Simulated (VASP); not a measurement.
# SiO2 (P4_2/mnm) in VASP: notebook

The runs below take SiO2 through single point, with RPBE.

Everything below comes from runs of VASP 6.6.1. Logs are shortened: lines on timing, memory, paths and dates and some standing lists are left out, and cuts for length are marked.

## Step 1: The cell of the first run

It takes space group P4_2/mnm (No. 136, tetragonal). The conventional cell has a = 4.186 Å, b = 4.186 Å, c = 2.668 Å, α = 90.00°, β = 90.00°, γ = 90.00°. Within 2.3 Å of Si (site symmetry mmm) lie 6 O at 1.76 to 1.81 Å. O (site symmetry m2m) has 3 Si at 1.76 to 1.81 Å and 1 O at 2.30 Å within 2.3 Å.

## Step 2: Single point, RPBE

File INCAR:

```
  ALGO = Normal
  EDIFF = 1E-7
  ENCUT = 520
  GGA = RP
  ISIF = 2
  ISMEAR = 0
  LASPH = True
  LCHARG = True
  LELF = True
  LREAL = False
  LVHAR = True
  LWAVE = False
  NBANDS = 25
  NELM = 60
  PREC = Accurate
  SIGMA = 0.1
```

File KPOINTS:

```
k-points
0
Gamma
  4 4 6
```

File POSCAR:

```
SiO2
1.0
    4.1865000000      0.0000000000      0.0000000000
    0.0000000000      4.1865000000      0.0000000000
    0.0000000000      0.0000000000      2.6684000000
Si O
2 4
Direct
    0.0000000000      0.0000000000      0.0000000000
    0.5000000000      0.5000000000      0.5000000000
    0.3059000000      0.3059000000      0.0000000000
    0.1941000000      0.8059000000      0.5000000000
    0.6941000000      0.6941000000      0.0000000000
    0.8059000000      0.1941000000      0.5000000000
```

Potentials or basis: VASP PAW PBE potentials, release 64 (Si, O).

Command:

```sh
cat potpaw_PBE.64/Si/POTCAR potpaw_PBE.64/O/POTCAR > POTCAR
mpirun -np 1 vasp_std > vasp.out
```

OUTCAR:

```text
EDIFF = 1E-7
   ENCUT = 520
   GGA = RP
   ISIF = 2
   ISMEAR = 0
   LASPH = True
   LREAL = False
   NELM = 60
   PREC = Accurate

 ion  position               nearest neighbor table
   1  0.000  0.000  0.000-   4 1.76   6 1.76   4 1.76   6 1.76   5 1.81   3 1.81
   2  0.500  0.500  0.500-   3 1.76   5 1.76   3 1.76   5 1.76   4 1.81   6 1.81
   3  0.306  0.306  0.000-   2 1.76   2 1.76   1 1.81
   4  0.194  0.806  0.500-   1 1.76   1 1.76   2 1.81
   5  0.694  0.694  0.000-   2 1.76   2 1.76   1 1.81
   6  0.806  0.194  0.500-   1 1.76   1 1.76   2 1.81

  LATTYP: Found a simple tetragonal cell.
 ALAT       =     4.1865000000
 C/A-ratio  =     0.6373820614

  Lattice vectors:

 A1 = (   4.1865000000,   0.0000000000,   0.0000000000)
 A2 = (   0.0000000000,   4.1865000000,   0.0000000000)
 A3 = (   0.0000000000,   0.0000000000,   2.6684000000)

Analysis of symmetry for initial positions (statically):
=====================================================================
 Subroutine PRICEL returns:
 Original cell was already a primitive cell.

 Routine SETGRP: Setting up the symmetry group for a
 simple tetragonal supercell.

 Subroutine GETGRP returns: Found 16 space group operations
 (whereof  8 operations were pure point group operations)
 out of a pool of 16 trial point group operations.

The static configuration has the point symmetry D_2h.
 The point group associated with its full space group is D_4h.

Analysis of symmetry for dynamics (positions and initial velocities):
=====================================================================
 Subroutine PRICEL returns:
 Original cell was already a primitive cell.

 Routine SETGRP: Setting up the symmetry group for a
 simple tetragonal supercell.

 Subroutine GETGRP returns: Found 16 space group operations
 (whereof  8 operations were pure point group operations)
 out of a pool of 16 trial point group operations.

The dynamic configuration has the point symmetry D_2h.
 The point group associated with its full space group is D_4h.

 Subroutine INISYM returns: Found 16 space group operations
 (whereof  8 operations are pure point group operations),
 and found     1 'primitive' translations

----------------------------------------------------------------------------------------

                                     Primitive cell
[... 98 lines left out ...]
   EDIFF  = 0.1E-06   stopping-criterion for ELM
   LREAL  =      F    real-space projection
   EDIFFG = 0.1E-05   stopping-criterion for IOM
   NSW    =      0    number of steps for IOM
   IBRION =     -1    ionic relax: 0-MD 1-quasi-New 2-CG
   NFREE  =      0    steps in history (QN), initial steepest desc. (CG)
   ISIF   =      2    stress and relaxation
   ISYM   =      2    0-nonsym 1-usesym 2-fastsym
   POTIM  = 0.5000    time-step for ionic-motion
   TEBEG  =    0.0;   TEEND  =   0.0 temperature during run
   PSTRESS=    0.0 pullay stress
   NELECT =      32.0000    total number of electrons
   NUPDOWN=      -1.0000    fix difference up-down
   EMIN   =  10.00;   EMAX   =-10.00  energy-range for DOS
   EFERMI =   0.00;   METHOD = LEGACY
   ISMEAR =     0;   SIGMA  =   0.10  broadening in eV -4-tet -1-fermi 0-gaus
   EFERMI_NEDOS =   21; number of points for ismear=-14 and -15
   IALGO  =     38    algorithm
   IMIX   =      4    mixing-type and parameters
     AMIX     =   0.40;   BMIX     =  1.00
     AMIX_MAG =   1.60;   BMIX_MAG =  1.00
  volume/ion in A,a.u.               =       7.79        52.60
  Fermi-wavevector in a.u.,A,eV,Ry     =   1.442582  2.726084 28.314299  2.081042
  Thomas-Fermi vector in A             =   2.561086
   LORBIT       =      0    0 simple, 1 ext, 2 COOP (PROOUT), +10 PAW based schemes
   GGA     = RP    functional components
   LHFCALC =     F    Hartree Fock is set to
   AEXX    =    0.0000 exact exchange contribution
   IVDW    =     0    specifies the selected vdW correction
   LEPSILON=     F    determine dielectric tensor
   LRPA    =     F    only Hartree local field effects (RPA)
 non-spin polarized calculation
 Gauss-broadening in eV      SIGMA  =   0.10
  energy-cutoff  :      520.00
  volume of cell :       46.77
 maximum number of plane-waves:      1282
 NGX is ok and might be reduce to    32
   NGX = 15   NGY = 15   NGZ =  9

 number of electron      31.9999977 magnetization

 Free energy of the ion-electron system (eV)
  ---------------------------------------------------
  ext. energy  EPLUGINS =         0.00000000
  ---------------------------------------------------
  free energy    TOTEN  =       -43.77439453 eV

  energy without entropy =      -43.77439453  energy(sigma->0) =      -43.77439453

 E-fermi :   8.7667     XC(G=0): -12.0656

 val. band max:        8.2992448440   @ k =   0.0000   0.0000   0.0000
 cond. band min:      13.9073686334   @ k =   0.0000   0.0000   0.0000
 fundamental gap:      5.6081237894
 Fermi energy:         8.7667410046

 k-point     1 :       0.0000    0.0000    0.0000
  band No.  band energies     occupation
      1     -14.2828      2.00000
      2     -10.7149      2.00000
      3     -10.7149      2.00000
      4     -10.4783      2.00000
      5      -2.5499      2.00000
      6       1.9020      2.00000
[... 661 lines left out ...]
     24      22.3732      0.00000
     25      24.0553      0.00000

------------------------ aborting loop because EDIFF is reached ----------------------------------------

  FORCE on cell =-STRESS in cart. coord.  units (eV):
  Direction    XX          YY          ZZ          XY          YZ          ZX
  --------------------------------------------------------------------------------------
  -------------------------------------------------------------------------------------
  Total        4.0385424      4.0385424      4.5817631      0.0000000      0.0000000      0.0000000
  in kB      138.3509373    138.3509373    156.9603991      0.0000000      0.0000000      0.0000000
  external PRESSURE =     144.5540912 kB  Pullay stress =       0.0000000 kB

 VOLUME and BASIS-vectors are now :
 -----------------------------------------------------------------------------
  energy-cutoff  :      520.00
  volume of cell :       46.77
      direct lattice vectors                 reciprocal lattice vectors
     4.186500000  0.000000000  0.000000000     0.238863012  0.000000000  0.000000000
     0.000000000  4.186500000  0.000000000     0.000000000  0.238863012  0.000000000
     0.000000000  0.000000000  2.668400000     0.000000000  0.000000000  0.374756408

 POSITION                                       TOTAL-FORCE (eV/Angst)
 -----------------------------------------------------------------------------------
      0.00000      0.00000      0.00000        -0.000000     -0.000000      0.000000
      2.09325      2.09325      1.33420        -0.000000     -0.000000      0.000000
      1.28065      1.28065      0.00000        -0.062452     -0.062452      0.000000
      0.81260      3.37390      1.33420         0.062452     -0.062452      0.000000
      2.90585      2.90585      0.00000         0.062452      0.062452      0.000000
      3.37390      0.81260      1.33420        -0.062452      0.062452      0.000000
 -----------------------------------------------------------------------------------
    total drift:                                0.000000      0.000000     -0.000000

  FREE ENERGIE OF THE ION-ELECTRON SYSTEM (eV)
  ---------------------------------------------------
  free  energy   TOTEN  =       -43.7743945305 eV

  energy  without entropy=      -43.7743945305  energy(sigma->0) =      -43.77439453
```

OSZICAR:

```text
N       E                     dE             d eps       ncg     rms          rms(c)
DAV:   1     0.138920599553E+03    0.13892E+03   -0.17758E+04  1224   0.123E+03
DAV:   2    -0.412130781203E+02   -0.18013E+03   -0.17357E+03  1498   0.281E+02
DAV:   3    -0.482261043357E+02   -0.70130E+01   -0.69835E+01  1560   0.530E+01
DAV:   4    -0.482720667812E+02   -0.45962E-01   -0.45949E-01  1453   0.491E+00
DAV:   5    -0.482724600915E+02   -0.39331E-03   -0.39323E-03  1615   0.425E-01    0.183E+01
DAV:   6    -0.436664258267E+02    0.46060E+01   -0.12874E+01  1546   0.242E+01    0.878E+00
DAV:   7    -0.437280411209E+02   -0.61615E-01   -0.74839E-01  1445   0.517E+00    0.309E+00
DAV:   8    -0.437602430574E+02   -0.32202E-01   -0.28218E-02  1558   0.144E+00    0.115E+00
DAV:   9    -0.437739240188E+02   -0.13681E-01   -0.15708E-02  1497   0.105E+00    0.338E-01
DAV:  10    -0.437744456265E+02   -0.52161E-03   -0.11570E-03  1572   0.243E-01    0.592E-02
DAV:  11    -0.437743899044E+02    0.55722E-04   -0.21409E-04  1515   0.102E-01    0.730E-03
DAV:  12    -0.437743940821E+02   -0.41776E-05   -0.10871E-05  1493   0.242E-02    0.697E-03
DAV:  13    -0.437743944482E+02   -0.36610E-06   -0.10030E-06  1545   0.712E-03    0.542E-03
DAV:  14    -0.437743945305E+02   -0.82357E-07   -0.92832E-08  1179   0.223E-03
   1 F= -.43774395E+02 E0= -.43774395E+02  d E =-.189466E-12
```

It took 44 s on 1 thread of AMD EPYC 7R43 (Zen 3), shared host; peak memory 0.12 GiB.

What came out:

| Property | Result |
| --- | --- |
| Free energy | -43.7744 eV |
| Pressure | 14.5 GPa |
| Largest force | 0.088 eV/Å |
| Band gap on the k mesh | 5.61 eV |

Forces in eV/Å, atoms in the order of the input:
```
Si   0.000  0.000  0.000
Si   0.000  0.000  0.000
O   -0.062 -0.062  0.000
O    0.062 -0.062  0.000
O    0.062  0.062  0.000
O   -0.062  0.062  0.000
```

Caveat: the cell stands under pressure; the PAW data sets were made with another functional, which shifts forces and pressure a little.

## Step 3: Single point, RPBE

This run uses another cell than the first one, of 8.21 Å³/atom.

File INCAR:

```
PREC     = Accurate       # precision mode
ENCUT    = 520            # plane-wave cutoff, eV
EDIFF    = 1E-6           # SCF threshold, eV
ISMEAR   = 0              # smearing method
SIGMA    = 0.1            # smearing width, eV
LREAL    = False          # projectors in reciprocal space
LASPH    = True           # aspherical terms in the spheres
NELM     = 80             # most SCF steps
ALGO     = Normal         # electronic algorithm
ISIF     = 2              # what is computed and relaxed
LWAVE    = False          # write WAVECAR
LCHARG   = False          # write CHGCAR
GGA      = RP             # functional
NBANDS   = 25             # bands
```

File KPOINTS:

```
Automatic mesh
0
Gamma
  6 6 8
```

File POSCAR:

```
SiO2
1.0
    4.2730027196      0.0000000000      0.0000000000
    0.0000000000      4.2730027196      0.0000000000
    0.0000000000      0.0000000000      2.6987897229
Si O
2 4
Direct
    0.0000000000      0.0000000000      0.0000000000
    0.5000000000      0.5000000000      0.5000000000
    0.3077663949      0.3077663949      0.0000000000
    0.1922336051      0.8077663949      0.5000000000
    0.6922336051      0.6922336051      0.0000000000
    0.8077663949      0.1922336051      0.5000000000
```

Potentials or basis: VASP PAW PBE potentials, release 64 (Si, O).

Command:

```sh
cat potpaw_PBE.64/Si/POTCAR potpaw_PBE.64/O/POTCAR > POTCAR
mpirun -np 1 vasp_std > vasp.out
```

OUTCAR:

```text
PREC = Accurate
   ENCUT = 520
   EDIFF = 1E-6
   ISMEAR = 0
   LREAL = False
   LASPH = True
   NELM = 80
   ISIF = 2
   GGA = RP

 ion  position               nearest neighbor table
   1  0.000  0.000  0.000-   4 1.78   6 1.78   4 1.78   6 1.78   5 1.86   3 1.86
   2  0.500  0.500  0.500-   3 1.78   5 1.78   3 1.78   5 1.78   4 1.86   6 1.86
   3  0.308  0.308  0.000-   2 1.78   2 1.78   1 1.86
   4  0.192  0.808  0.500-   1 1.78   1 1.78   2 1.86
   5  0.692  0.692  0.000-   2 1.78   2 1.78   1 1.86
   6  0.808  0.192  0.500-   1 1.78   1 1.78   2 1.86

  LATTYP: Found a simple tetragonal cell.
 ALAT       =     4.2730027196
 C/A-ratio  =     0.6315909210

  Lattice vectors:

 A1 = (   4.2730027196,   0.0000000000,   0.0000000000)
 A2 = (   0.0000000000,   4.2730027196,   0.0000000000)
 A3 = (   0.0000000000,   0.0000000000,   2.6987897229)

Analysis of symmetry for initial positions (statically):
=====================================================================
 Subroutine PRICEL returns:
 Original cell was already a primitive cell.

 Routine SETGRP: Setting up the symmetry group for a
 simple tetragonal supercell.

 Subroutine GETGRP returns: Found 16 space group operations
 (whereof  8 operations were pure point group operations)
 out of a pool of 16 trial point group operations.

The static configuration has the point symmetry D_2h.
 The point group associated with its full space group is D_4h.

Analysis of symmetry for dynamics (positions and initial velocities):
=====================================================================
 Subroutine PRICEL returns:
 Original cell was already a primitive cell.

 Routine SETGRP: Setting up the symmetry group for a
 simple tetragonal supercell.

 Subroutine GETGRP returns: Found 16 space group operations
 (whereof  8 operations were pure point group operations)
 out of a pool of 16 trial point group operations.
[... 131 lines left out ...]
  volume/ion in A,a.u.               =       8.21        55.42
  Fermi-wavevector in a.u.,A,eV,Ry     =   1.417685  2.679036 27.345401  2.009830
  Thomas-Fermi vector in A             =   2.538889
   LORBIT       =      0    0 simple, 1 ext, 2 COOP (PROOUT), +10 PAW based schemes
   GGA     = RP    functional components
   LHFCALC =     F    Hartree Fock is set to
   AEXX    =    0.0000 exact exchange contribution
   IVDW    =     0    specifies the selected vdW correction
   LEPSILON=     F    determine dielectric tensor
   LRPA    =     F    only Hartree local field effects (RPA)
 non-spin polarized calculation
 Gauss-broadening in eV      SIGMA  =   0.10
  energy-cutoff  :      520.00
  volume of cell :       49.28
 maximum number of plane-waves:      1348
 NGX is ok and might be reduce to    32
   NGX = 15   NGY = 15   NGZ = 11

 number of electron      31.9999996 magnetization

 Free energy of the ion-electron system (eV)
  ---------------------------------------------------
  ext. energy  EPLUGINS =         0.00000000
  ---------------------------------------------------
  free energy    TOTEN  =       -43.88048791 eV

  energy without entropy =      -43.88048791  energy(sigma->0) =      -43.88048791

 E-fermi :   8.0209     XC(G=0): -11.7787

 val. band max:        7.5566339865   @ k =   0.0000   0.0000   0.0000
 cond. band min:      12.3685144575   @ k =   0.0000   0.0000   0.0000
 fundamental gap:      4.8118804710
 Fermi energy:         8.0209424010

 k-point     1 :       0.0000    0.0000    0.0000
  band No.  band energies     occupation
      1     -14.4943      2.00000
      2     -11.1686      2.00000
      3     -11.1686      2.00000
      4     -11.0704      2.00000
      5      -2.8532      2.00000
      6       1.4688      2.00000
[... 661 lines left out ...]
     24      20.3562      0.00000
     25      21.1432      0.00000

 [... further k-points ...]

------------------------ aborting loop because EDIFF is reached ----------------------------------------

  FORCE on cell =-STRESS in cart. coord.  units (eV):
  Direction    XX          YY          ZZ          XY          YZ          ZX
  --------------------------------------------------------------------------------------
  -------------------------------------------------------------------------------------
  Total       -0.1685963     -0.1685963     -0.0298605     -0.0000000      0.0000000      0.0000000
  in kB       -5.4817990     -5.4817990     -0.9708938     -0.0000000      0.0000000      0.0000000
  external PRESSURE =      -3.9781640 kB  Pullay stress =       0.0000000 kB

 VOLUME and BASIS-vectors are now :
 -----------------------------------------------------------------------------
  energy-cutoff  :      520.00
  volume of cell :       49.28
      direct lattice vectors                 reciprocal lattice vectors
     4.273002720  0.000000000  0.000000000     0.234027466  0.000000000  0.000000000
     0.000000000  4.273002720  0.000000000     0.000000000  0.234027466  0.000000000
     0.000000000  0.000000000  2.698789723     0.000000000  0.000000000  0.370536464

 POSITION                                       TOTAL-FORCE (eV/Angst)
 -----------------------------------------------------------------------------------
      0.00000      0.00000      0.00000         0.000000      0.000000      0.000000
      2.13650      2.13650      1.34939         0.000000      0.000000      0.000000
      1.31509      1.31509      0.00000        -0.005243     -0.005243     -0.000000
      0.82141      3.45159      1.34939         0.005243     -0.005243     -0.000000
      2.95792      2.95792      0.00000         0.005243      0.005243      0.000000
      3.45159      0.82141      1.34939        -0.005243      0.005243      0.000000
 -----------------------------------------------------------------------------------
    total drift:                                0.000000      0.000000      0.000000

  FREE ENERGIE OF THE ION-ELECTRON SYSTEM (eV)
  ---------------------------------------------------
  free  energy   TOTEN  =       -43.8804879135 eV

  energy  without entropy=      -43.8804879135  energy(sigma->0) =      -43.88048791
```

OSZICAR:

```text
N       E                     dE             d eps       ncg     rms          rms(c)
DAV:   1     0.138138861807E+03    0.13814E+03   -0.17617E+04  2532   0.123E+03
DAV:   2    -0.412923726901E+02   -0.17943E+03   -0.17222E+03  3159   0.277E+02
DAV:   3    -0.482553163956E+02   -0.69629E+01   -0.69321E+01  3351   0.522E+01
DAV:   4    -0.483015261350E+02   -0.46210E-01   -0.46196E-01  2884   0.494E+00
DAV:   5    -0.483019094392E+02   -0.38330E-03   -0.38325E-03  3378   0.427E-01    0.174E+01
DAV:   6    -0.437600564299E+02    0.45419E+01   -0.12881E+01  3110   0.240E+01    0.820E+00
DAV:   7    -0.438354788028E+02   -0.75422E-01   -0.75382E-01  3152   0.496E+00    0.298E+00
DAV:   8    -0.438659393337E+02   -0.30461E-01   -0.30540E-02  3165   0.147E+00    0.114E+00
DAV:   9    -0.438799845215E+02   -0.14045E-01   -0.16913E-02  3201   0.106E+00    0.328E-01
DAV:  10    -0.438805533959E+02   -0.56887E-03   -0.14546E-03  3167   0.267E-01    0.664E-02
DAV:  11    -0.438804818611E+02    0.71535E-04   -0.27802E-04  3227   0.116E-01    0.901E-03
DAV:  12    -0.438804873718E+02   -0.55106E-05   -0.14103E-05  3105   0.273E-02    0.630E-03
DAV:  13    -0.438804879135E+02   -0.54174E-06   -0.12781E-06  2531   0.816E-03
   1 F= -.43880488E+02 E0= -.43880488E+02  d E =-.849987E-13
```

Run time: 79 s. Hardware: 1 thread of AMD EPYC 7R43 (Zen 3), shared host; peak memory 0.14 GiB.

Results:

* Free energy: -43.8805 eV
* Pressure: -0.4 GPa
* Largest force: 0.007 eV/Å
* Band gap on the k mesh: 4.81 eV

Forces on the atoms (eV/Å):
```
Si   0.000  0.000  0.000
Si   0.000  0.000  0.000
O   -0.005 -0.005  0.000
O    0.005 -0.005  0.000
O    0.005  0.005  0.000
O   -0.005  0.005  0.000
```

Stress tensor (GPa, compression positive):
```
-0.55  0.00  0.00
 0.00 -0.55  0.00
 0.00  0.00 -0.10
```

Caveat: the PAW data sets were made with another functional, which shifts forces and pressure a little. Expect the measured gap to be larger: semilocal functionals such as RPBE lack the derivative discontinuity.

[end of part 1 of 2]
